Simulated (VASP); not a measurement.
A run of VASP 6.6.1 is set up as follows.

The input INCAR:

```
PREC = Accurate
ENCUT = 520
EDIFF = 1E-6
ISMEAR = 0
SIGMA = 0.05
LREAL = False
LASPH = True
NELM = 100
ALGO = Normal
ISIF = 2
LWAVE = False
LCHARG = True
LDIPOL = True
IDIPOL = 3
DIPOL = 0.5 0.5 0.500
GGA = PE
IVDW = 12
LELF = True
LVHAR = True
LVACPOTAV = True
NBANDS = 21
```

File KPOINTS:

```
Automatic mesh
0
Gamma
  12 8 1
```

Contents of POSCAR:

```
C
1.0
    2.4646114321      0.0000000000      0.0000000000
    0.6166368893      3.5586578770      0.0000000000
    0.0000000000      0.0000000000     18.7523305685
C
6
Direct
    0.7128553752      0.1499632917      0.3732869349
    0.1978780532      0.2099625279      0.4094966681
    0.1682220894      0.3299262015      0.4818951334
    0.6533334642      0.3895095623      0.5171424057
    0.6210356329      0.5194459265      0.5925517115
    0.1064381348      0.5779314599      0.6237968022
```

Potentials or basis: VASP PAW PBE potentials, release 64 (C).

Run with:

```sh
$ cat potpaw_PBE.64/C/POTCAR > POTCAR
$ mpirun -np 1 vasp_std > vasp.out
```

(1) What does it give for the band gap on the k mesh?

(2) What does it give for the dispersion energy per atom?

(3) Estimate the largest force.

Results:

(1) zero (bands 12 and 13 overlap by 0.06 eV).

(2) -0.115 eV.

(3) 3.337 eV/Å.
